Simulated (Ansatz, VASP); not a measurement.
# One calculation of MoS, two programs

```
Mo S
1.0
     3.26951    0.00000    0.00000
    -1.63476    2.83148    0.00000
     0.00000    0.00000    6.32981
Mo S
2 2
Direct
  0.00000 0.00000 0.00000
  0.00000 0.00000 0.50000
  0.33333 0.66667 0.25000
  0.66667 0.33333 0.75000
```

Alike in both runs: functional PBE; k mesh 6 × 6 × 4; occupations gaussian, width 0.1 eV; collinear spin.

Ansatz relaxed the structure, and its values are those at the end. VASP's run is a single point on that final structure, the one shown.

```csv
,VASP,Ansatz
version,VASP 6.6.1,Ansatz 0.2.0
potentials or method,"VASP PAW PBE potentials, release 64 (Mo_sv, S), cutoff 520 eV","scalar-relativistic, plane waves, PAW"
valence electrons in the cell,40,40
```

Ansatz gave:

| Property | Result |
| --- | --- |
| gap on the k mesh at the Fermi level (eV) | none |
| pressure (GPa) | 0.0 |
| net moment per atom (μB) | 0.00 |

**Question.** What did VASP give for the same quantities?

**Answer.** gap on the k mesh at the Fermi level (eV): none; pressure (GPa): 0.2; net moment per atom (μB): 0.00.

A gap of «none» marks a metal or a gap that the smearing closes. With one functional, cell and mesh, what is left measures potentials, basis and numerics. Ansatz's warnings: seeded moment not kept.

The k mesh is coarse, so the values compare programs but aren't converged.
